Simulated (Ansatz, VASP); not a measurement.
# Two plane-wave programs on CdS

```
Cd S
1.0
     4.16460    0.00000    0.00000
    -2.08230    3.60665    0.00000
     0.00000    0.00000    6.76601
Cd S
2 2
Cartesian
  0.0000 2.4044 -0.0065
  2.0823 1.2022 3.3765
  0.0000 2.4044 2.5438
  2.0823 1.2022 5.9268
```

Alike in both runs: task single point; functional r2SCAN; k mesh 12 × 12 × 4; no spin polarisation.

|  | VASP | Ansatz |
| --- | --- | --- |
| version | VASP 6.6.1 | Ansatz 0.2.0 |
| potentials or method | VASP PAW PBE potentials, release 64 (Cd, S) | plane waves, PAW |
| plane-wave cutoff (eV) | 520 | 500 |
| occupations | gaussian, width 0.01 eV | fixed |
| valence electrons in the cell | 36 | 52 |

```csv
,VASP,Ansatz,Ansatz less VASP
gap on the k mesh at the Fermi level (eV),1.63,1.63,+0.005
pressure (GPa),0.3,0.0,-0.31
```

VASP's potentials were made for PBE, not for r2SCAN. VASP's potentials hold 36 valence electrons a cell and Ansatz's 52, so a difference there can come from the potentials and not from the codes.
